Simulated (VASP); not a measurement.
KI: single point with PBEsol

Crystal: KI.

```
K I
1.0
     4.29120    0.00000    0.00000
     0.00000    4.29120    0.00000
     0.00000    0.00000    4.29120
K I
1 1
Direct
  0.03708 0.03708 0.00000
  0.50000 0.50000 0.50000
```

This cell differs from its parent crystal: all K atoms moved +0.225 Å, as atom 1 along Cartesian [1 1 0].

```json
{
 "Program": "VASP 6.6.1",
 "Task": "single point",
 "Functional": "PBEsol",
 "Potentials or basis": "VASP PAW PBE potentials, release 64 (K_sv, I)",
 "Cutoff": "520 eV",
 "k mesh": "6 × 6 × 6",
 "Occupations": "gaussian, width 0.05 eV",
 "Spin": "no spin polarisation"
}
```

The pressure is -0.4 GPa, the largest force is 0.117 eV/Å and the band gap on the k mesh is 3.20 eV (least direct gap 3.56 eV).

Forces on the atoms (eV/Å):
```
K   -0.083 -0.083  0.000
I    0.083  0.083  0.000
```

Stress tensor (GPa, compression positive):
```
-0.39  0.18  0.00
 0.18 -0.39  0.00
 0.00  0.00 -0.37
```

Levels at points of the mesh, in eV from the valence-band top:
| k point | band 4 | band 5 | band 6 | band 7 | band 8 | band 9 | band 10 | band 11 | band 12 | band 13 |
| --- | --- | --- | --- | --- | --- | --- | --- | --- | --- | --- |
| (0.00, 0.00, 0.00) | -12.67 | -11.18 | -0.37 | -0.36 | -0.36 | 3.20 | 4.69 | 4.74 | 8.39 | 8.43 |
| (0.50, 0.00, 0.00) | -12.66 | -10.87 | -2.31 | -0.29 | -0.27 | 5.36 | 6.03 | 6.95 | 6.98 | 8.45 |
| (0.00, 0.00, 0.50) | -12.66 | -10.87 | -2.32 | -0.29 | -0.27 | 5.34 | 6.07 | 6.83 | 6.92 | 8.61 |
| (0.50, 0.50, 0.00) | -12.65 | -10.83 | -1.73 | -1.72 | -0.01 | 3.83 | 5.62 | 6.77 | 6.81 | 8.88 |
| (0.00, 0.50, 0.50) | -12.65 | -10.84 | -1.73 | -1.72 | 0.00 | 3.84 | 5.65 | 6.79 | 6.80 | 8.93 |
| (0.50, 0.50, 0.50) | -12.74 | -10.67 | -1.67 | -1.67 | -1.66 | 5.51 | 5.53 | 5.53 | 8.85 | 8.92 |

Wall time 51 s on 1 thread of Intel Xeon 8259CL (shared host), peak memory 0.21 GiB.

Caveat: the cell differs from its parent crystal (all K atoms moved +0.225 Å, as atom 1 along Cartesian [1 1 0]); the PAW data sets were made with another functional, which shifts forces and pressure a little; spin-orbit coupling is left out, which moves the levels of the heavy elements. A k mesh can miss the band edges.
